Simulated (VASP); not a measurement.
Input of a VASP 6.6.1 run:

Contents of INCAR:

```
PREC     = Accurate       # precision mode
ENCUT    = 500            # plane-wave cutoff, eV
EDIFF    = 1E-6           # SCF threshold, eV
ISMEAR   = -1             # smearing method
SIGMA    = 0.3            # smearing width, eV
LREAL    = False          # projectors in reciprocal space
LASPH    = True           # aspherical terms in the spheres
NELM     = 120            # most SCF steps
ALGO     = Normal         # electronic algorithm
ISIF     = 2              # what is computed and relaxed
LWAVE    = False          # write WAVECAR
LCHARG   = True           # write CHGCAR
GGA      = PS             # functional
LELF     = True           # ELF
LVHAR    = True         
NBANDS   = 21             # bands
GGA_COMPAT= False
```

Contents of KPOINTS:

```
Automatic mesh
0
Gamma
  9 9 5
```

File POSCAR:

```
Ge
1.0
    1.4357166018     -2.4877250328      0.0000000000
    1.4357166018      2.4877250328      0.0000000000
    0.0000000000      0.0000000000      4.8676438136
Ge
2
Direct
    0.6660592997      0.3339407003      0.7500000000
    0.3339407003      0.6660592997      0.2500000000
```

Potentials or basis: VASP PAW PBE potentials, release 64 (Ge_d).

Launch:

```sh
$ cat potpaw_PBE.64/Ge_d/POTCAR > POTCAR
$ mpirun -np 1 vasp_std > vasp.out
```

Question: Estimate the band gap on the k mesh.

Answer: Zero (bands 14 and 15 overlap by 11.14 eV).

Question: Estimate the pressure.

Answer: 5.0 GPa.

Caveat: the cell stands under pressure; so wide a smearing shifts energies and pressures; the PAW data sets were made with another functional, which shifts forces and pressure a little.
